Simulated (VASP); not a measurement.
# Ba7B (Fm-3m) in VASP: a series of runs, part 2 of 2

VASP 6.6.1. Earlier steps stand in the parts before.

## (4) Relaxation of cell and atoms, PBE

The input, INCAR:

```
PREC = Accurate
ENCUT = 600
EDIFF = 1E-6
ISMEAR = 0
SIGMA = 0.1
LREAL = False
LASPH = True
NELM = 60
ALGO = Fast
ISIF = 3
LWAVE = False
LCHARG = False
GGA = PE
IBRION = 2
NSW = 90
EDIFFG = -0.04
```

The input, KPOINTS:

```
regular mesh
0
Gamma
  4 4 4
```

The input, POSCAR:

```
Ba7B
1.0
    0.0000000000      5.2176246000      5.2176246000
    5.2176246000      0.0000000000      5.2176246000
    5.2176246000      5.2176246000      0.0000000000
Ba B
7 1
Direct
    0.7905576800      0.2094423200      0.2094423200
    0.2094423200      0.7905576800      0.7905576800
    0.2094423200      0.7905576800      0.2094423200
    0.7905576800      0.2094423200      0.7905576800
    0.2094423200      0.2094423200      0.7905576800
    0.7905576800      0.7905576800      0.2094423200
    0.5000000000      0.5000000000      0.5000000000
    0.0000000000      0.0000000000      0.0000000000
```

Potentials or basis: VASP PAW PBE potentials, release 64 (Ba_sv, B).

On the command line:

```bash
$ cat potpaw_PBE.64/Ba_sv/POTCAR potpaw_PBE.64/B/POTCAR > POTCAR
$ mpirun -np 1 vasp_std > vasp.out
```

OUTCAR:

```text
PREC = Accurate
   ENCUT = 600
   EDIFF = 1E-6
   ISMEAR = 0
   LREAL = False
   LASPH = True
   NELM = 60
   ISIF = 3
   GGA = PE
   IBRION = 2
   NSW = 90
   EDIFFG = -0.04

 ion  position               nearest neighbor table
   1  0.791  0.209  0.209-   8 2.19   7 3.03   5 3.09   6 3.09   3 3.09   4 3.09   6 4.29   4 4.29
                             3 4.29   5 4.29   2 4.37
   2  0.209  0.791  0.791-   8 2.19   7 3.03   5 3.09   6 3.09   3 3.09   4 3.09   6 4.29   4 4.29
                             3 4.29   5 4.29   1 4.37
   3  0.209  0.791  0.209-   8 2.19   7 3.03   5 3.09   6 3.09   1 3.09   2 3.09   6 4.29   1 4.29
                             2 4.29   5 4.29   4 4.37
   4  0.791  0.209  0.791-   8 2.19   7 3.03   5 3.09   6 3.09   1 3.09   2 3.09   6 4.29   1 4.29
                             2 4.29   5 4.29   3 4.37
   5  0.209  0.209  0.791-   8 2.19   7 3.03   3 3.09   4 3.09   1 3.09   2 3.09   2 4.29   3 4.29
[... 611 lines left out ...]
  -------------------------------------------------------------------------------------
  Total       -3.3906704     -3.3906704     -3.3906704      0.0000000      0.0000000     -0.0000000
  in kB       -9.1583613     -9.1583613     -9.1583613      0.0000000      0.0000000     -0.0000000
  external PRESSURE =      -9.1583613 kB  Pullay stress =       0.0000000 kB
[... 281 lines left out ...]
--------------------------------------- Ionic step        9  -------------------------------------------

 number of electron      72.9999999 magnetization

 Free energy of the ion-electron system (eV)
  ---------------------------------------------------
  ext. energy  EPLUGINS =         0.00000000
  ---------------------------------------------------
  free energy    TOTEN  =       -15.21593537 eV

  energy without entropy =      -15.15181726  energy(sigma->0) =      -15.18387632

 E-fermi :   0.8953     XC(G=0):  -6.6179

 val. band max:        0.8469279607   @ k =   0.5000   0.2500   0.0000
 cond. band min:       0.9041993088   @ k =   0.2500   0.0000   0.0000
 fundamental gap:      0.0572713481
 Fermi energy:         0.8952991886

 k-point     1 :       0.0000    0.0000    0.0000
  band No.  band energies     occupation
      1     -28.1322      2.00000
      2     -28.0653      2.00000
      3     -28.0653      2.00000
      4     -28.0653      2.00000
      5     -28.0484      2.00000
      6     -28.0484      2.00000
[... 392 lines left out ...]
  FREE ENERGIE OF THE ION-ELECTRON SYSTEM (eV)
  ---------------------------------------------------
  free  energy   TOTEN  =       -15.2159353714 eV

  energy  without entropy=      -15.1518172643  energy(sigma->0) =      -15.18387632

 reached required accuracy - stopping structural energy minimisation
```

OSZICAR:

```text
N       E                     dE             d eps       ncg     rms          rms(c)
DAV:   1     0.717729264904E+03    0.71773E+03   -0.35854E+04   688   0.167E+03
DAV:   2     0.267665331059E+02   -0.69096E+03   -0.68157E+03  1020   0.334E+02
DAV:   3    -0.221772386418E+02   -0.48944E+02   -0.48296E+02   920   0.883E+01
[... 233 lines left out ...]
RMM:  13    -0.152159266565E+02   -0.69214E-05   -0.45636E-05   729   0.102E-02    0.110E-02
RMM:  14    -0.152159344573E+02   -0.78008E-05   -0.38545E-05   676   0.929E-03    0.158E-02
RMM:  15    -0.152159322858E+02    0.21714E-05   -0.20858E-05   562   0.843E-03    0.113E-02
RMM:  16    -0.152159356977E+02   -0.34118E-05   -0.13851E-05   491   0.484E-03    0.142E-02
RMM:  17    -0.152159353714E+02    0.32626E-06   -0.76454E-06   397   0.296E-03
   9 F= -.15215935E+02 E0= -.15183876E+02  d E =-.326688E-01
```

CONTCAR:

```text
Ba7B
   1.00000000000000
     0.0000000000000000    6.4816765889391332    6.4816765889391332
     6.4816765889391332   -0.0000000000000000    6.4816765889391332
     6.4816765889391332    6.4816765889391332   -0.0000000000000000
  Ba              B
     7     1
Direct
     0.7713212257648375    0.2286787742351626    0.2286787742351626
     0.2286787742351626    0.7713212257648375    0.7713212257648375
     0.2286787742351626    0.7713212257648375    0.2286787742351626
     0.7713212257648375    0.2286787742351626    0.7713212257648375
     0.2286787742351626    0.2286787742351626    0.7713212257648375
     0.7713212257648375    0.7713212257648375    0.2286787742351626
     0.5000000000000000    0.5000000000000000    0.5000000000000000
     0.0000000000000000    0.0000000000000000    0.0000000000000000

  0.00000000E+00  0.00000000E+00  0.00000000E+00
  0.00000000E+00  0.00000000E+00  0.00000000E+00
  0.00000000E+00  0.00000000E+00  0.00000000E+00
  0.00000000E+00  0.00000000E+00  0.00000000E+00
  0.00000000E+00  0.00000000E+00  0.00000000E+00
  0.00000000E+00  0.00000000E+00  0.00000000E+00
  0.00000000E+00  0.00000000E+00  0.00000000E+00
  0.00000000E+00  0.00000000E+00  0.00000000E+00
```

It took 51 min on 1 thread of Intel Xeon Platinum 8259CL at 2.50GHz (Skylake/Cascade Lake), shared host; peak memory 0.58 GiB.

Results:

```yaml
Free_energy: -15.2159 eV
Relaxed_volume: 68.08 Å³/atom
Relaxed_cell: a = 9.166 Å, b = 9.166 Å, c = 9.166 Å, α = 60.00°, β = 60.00°, γ = 60.00°
Space_group_after_relaxing_to_0.1_Å: Fm-3m (No. 225)
Energy_gained_by_relaxing: 1865.7 meV/atom
Ionic_steps: 9
Pressure_after_relaxing: 0.0 GPa
Largest_force_after_relaxing: 0.012 eV/Å
Band_gap_on_the_k_mesh: zero (an odd number of electrons rules out a gap without spin polarisation)
```

Forces in eV/Å, atoms in the order of the input:
```
Ba  -0.012  0.000  0.000
Ba   0.012  0.000  0.000
Ba   0.000 -0.012  0.000
Ba   0.000  0.012  0.000
Ba   0.000  0.000 -0.012
Ba   0.000  0.000  0.012
Ba   0.000  0.000  0.000
B    0.000  0.000  0.000
```

Step by step:
```tsv
step	energy change (eV)	largest force (eV/Å)	pressure (GPa)	volume (Å³)
1	0.0000	5.9277	26.01	284.09
2	-14.5925	0.4837	-0.92	593.17
3	-14.8721	0.0598	0.49	508.13
4	-14.8916	0.1935	0.04	528.17
5	-14.8929	0.1573	0.16	522.27
6	-14.9031	0.1322	0.12	525.72
7	-14.9218	0.0618	0.02	536.15
8	-14.9155	0.0560	-0.11	557.42
9	-14.9256	0.0122	-0.05	544.62
```

Final structure:
```
Ba B
1.0
     0.00000    6.48168    6.48168
     6.48168    0.00000    6.48168
     6.48168    6.48168    0.00000
Ba B
7 1
Cartesian
  2.9644 6.4817 6.4817
  9.9989 6.4817 6.4817
  6.4817 2.9644 6.4817
  6.4817 9.9989 6.4817
  6.4817 6.4817 2.9644
  6.4817 6.4817 9.9989
  6.4817 6.4817 6.4817
  0.0000 0.0000 0.0000
```

Caveat: the volume moved by over 15 % at a fixed basis, so the end points are rough; spin-orbit coupling is left out, which moves the levels of the heavy elements.

## (5) Single point, PBE

This run uses another cell than the first one, of 66.34 Å³/atom.

The input, INCAR:

```
ALGO = Fast
EDIFF = 1E-6
ENCUT = 520
GGA = PE
ISIF = 2
ISMEAR = 0
LASPH = True
LCHARG = False
LREAL = False
LWAVE = False
NBANDS = 46
NELM = 100
PREC = Accurate
SIGMA = 0.1
```

The input, KPOINTS:

```
k-points
0
Gamma
  6 6 6
```

The input, POSCAR:

```
Ba7B
1.0
    0.0000000000      6.4260399277      6.4260399277
    6.4260399277      0.0000000000      6.4260399277
    6.4260399277      6.4260399277      0.0000000000
Ba B
7 1
Direct
    0.7707445811      0.2292554189      0.2292554189
    0.2292554189      0.7707445811      0.7707445811
    0.2292554189      0.7707445811      0.2292554189
    0.7707445811      0.2292554189      0.7707445811
    0.2292554189      0.2292554189      0.7707445811
    0.7707445811      0.7707445811      0.2292554189
    0.5000000000      0.5000000000      0.5000000000
    0.0000000000      0.0000000000      0.0000000000
```

On the command line:

```bash
$ cat potpaw_PBE.64/Ba_sv/POTCAR potpaw_PBE.64/B/POTCAR > POTCAR
$ mpirun -np 1 vasp_std > vasp.out
```

Run time: 23 min. Hardware: 1 thread of Intel Xeon Platinum 8259CL at 2.50GHz (Skylake/Cascade Lake), shared host; peak memory 0.88 GiB.

It converged, with:

```
Free energy            : -15.2073 eV
Pressure               : 0.2 GPa
Largest force          : 0.009 eV/Å
Band gap on the k mesh : zero (an odd number of electrons rules out a gap without spin polarisation)
```

Forces on the atoms (eV/Å):
```
Ba   0.009  0.000  0.000
Ba  -0.009  0.000  0.000
Ba   0.000  0.009  0.000
Ba   0.000 -0.009  0.000
Ba   0.000  0.000  0.009
Ba   0.000  0.000 -0.009
Ba   0.000  0.000  0.000
B    0.000  0.000  0.000
```

Levels at points of the mesh, in eV from the Fermi level:
| k point | band 35 | band 36 | band 37 | band 38 | band 39 | band 40 |
| --- | --- | --- | --- | --- | --- | --- |
| (0.00, 0.00, 0.00) | -0.47 | -0.47 | -0.20 | 0.06 | 0.06 | 0.97 |
| (0.50, 0.00, 0.00) | -0.05 | -0.05 | 0.21 | 0.21 | 0.37 | 0.38 |
| (0.50, 0.50, 0.00) | -0.42 | 0.03 | 0.03 | 0.22 | 0.22 | 0.28 |

Caveat: spin-orbit coupling is left out, which moves the levels of the heavy elements.

## (6) Single point, PBE

This run uses another cell than the first one, of 66.34 Å³/atom.

The input, INCAR:

```
SYSTEM = Ba7B
PREC = Accurate
ENCUT = 520
EDIFF = 1E-6
ISMEAR = 0
SIGMA = 0.1
LREAL = .FALSE.
LASPH = .TRUE.
NELM = 100
ALGO = Fast
ISIF = 2
LWAVE = .FALSE.
LCHARG = .TRUE.
GGA = PE
LELF = .TRUE.
LVHAR = .TRUE.
NBANDS = 46
```

The input, KPOINTS:

```
Automatic mesh
0
G
  6 6 6
  0 0 0
```

POSCAR is that of step 5.

Potentials or basis: VASP PAW PBE potentials, release 64 (Ba_sv, B).

On the command line:

```bash
$ cat potpaw_PBE.64/Ba_sv/POTCAR potpaw_PBE.64/B/POTCAR > POTCAR
$ mpirun -np 1 vasp_std > vasp.out
```

Run time: 22 min. Hardware: 1 thread of Intel Xeon Platinum 8259CL at 2.50GHz (Skylake/Cascade Lake), shared host; peak memory 0.89 GiB.

Results (log left out):

```
Free energy            : -15.2073 eV
Pressure               : 0.2 GPa
Largest force          : 0.009 eV/Å
Band gap on the k mesh : zero (an odd number of electrons rules out a gap without spin polarisation)
```

Forces on the atoms (eV/Å):
```
Ba   0.009  0.000  0.000
Ba  -0.009  0.000  0.000
Ba   0.000  0.009  0.000
Ba   0.000 -0.009  0.000
Ba   0.000  0.000  0.009
Ba   0.000  0.000 -0.009
Ba   0.000  0.000  0.000
B    0.000  0.000  0.000
```

Levels at points of the mesh, in eV from the Fermi level:
```tsv
k point	band 34	band 35	band 36	band 37	band 38	band 39	band 40	band 41
(0.00, 0.00, 0.00)	-0.47	-0.47	-0.47	-0.20	0.06	0.06	0.97	1.14
(0.50, 0.00, 0.00)	-0.65	-0.05	-0.05	0.21	0.21	0.37	0.38	0.69
(0.50, 0.50, 0.00)	-0.47	-0.42	0.03	0.03	0.22	0.22	0.28	0.35
```

Caveat: spin-orbit coupling is left out, which moves the levels of the heavy elements.

## (7) Summary

| task | cell | k mesh | cutoff (eV) | gap on the mesh (eV) | pressure (GPa) | largest force (eV/Å) |
| --- | --- | --- | --- | --- | --- | --- |
| single point | a = 7.379 Å, angles 60.0°, 8 atoms, atomic positions A | 4 × 4 × 4 | 520 | none | 26.0 | 5.93 |
| single point | a = 8.924 Å, angles 60.0°, 8 atoms, atomic positions B | 4 × 4 × 4 | 520 | none | 0.6 | 0.03 |
| relaxation of cell and atoms | relaxed from a = 7.379 Å, angles 60.0°, 8 atoms, atomic positions A | 4 × 4 × 4 | 600 | none | 0.0 | 0.01 |
| single point | a = 9.088 Å, angles 60.0°, 8 atoms, atomic positions C | 6 × 6 × 6 | 520 | none | 0.2 | 0.01 |

Alike in all rows: level PBE; potentials or basis VASP PAW PBE potentials, release 64 (Ba_sv, B); no spin polarisation; smearing gaussian 0.1 eV.

Caveats: spin-orbit coupling is left out, which moves the levels of the heavy elements; the cell stands under pressure (at least some runs); forces of over 1 eV/Å act on the atoms, so gaps and moduli don't describe the material at rest (at least some runs); the volume moved by over 15 % at a fixed basis, so the end points are rough (at least some runs).

Total energies depend on the potentials used, so only differences within one code and one set of settings carry meaning.

The gap in the log of VASP goes by the Fermi energy; the results here count the filled bands.